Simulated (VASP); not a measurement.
Rb, 4 atoms in the cell. Symmetry: P6_3/mmc, No. 194, hexagonal system. The conventional cell has a = 5.161 Å, b = 5.161 Å, c = 17.175 Å, α = 90.00°, β = 90.00°, γ = 120.00°. This isn't the form of Rb at room conditions, which is bcc. This cell differs from its parent crystal: Cs replaced by Rb, lengths x 0.941, strained.

* Program: VASP 6.6.1
* Task: single point
* Functional: PBEsol
* Potentials or basis: VASP PAW PBE potentials, release 64 (Rb_sv)
* Cutoff: 520 eV
* k mesh: 9 × 9 × 4
* Occupations: gaussian, width 0.1 eV
* Spin: no spin polarisation
* Dipole correction: no
* Further INCAR settings: ALGO = Fast; EDIFF = 1e-07; NBANDS = 26

Potentials or basis: VASP PAW PBE potentials, release 64 (Rb_sv).

Run with:

```sh
$ cat potpaw_PBE.64/Rb_sv/POTCAR > POTCAR
$ mpirun -np 1 vasp_std > vasp.out
```

Hardware: 1 thread of Oxide Virtual Turin-like Processor, with other jobs on the host.

How long does it take, and how much memory?

Wall time 18 min on 1 thread of Oxide Virtual Turin-like Processor (shared host), peak memory 0.59 GiB. Counts: scf iterations 17, k points 36.
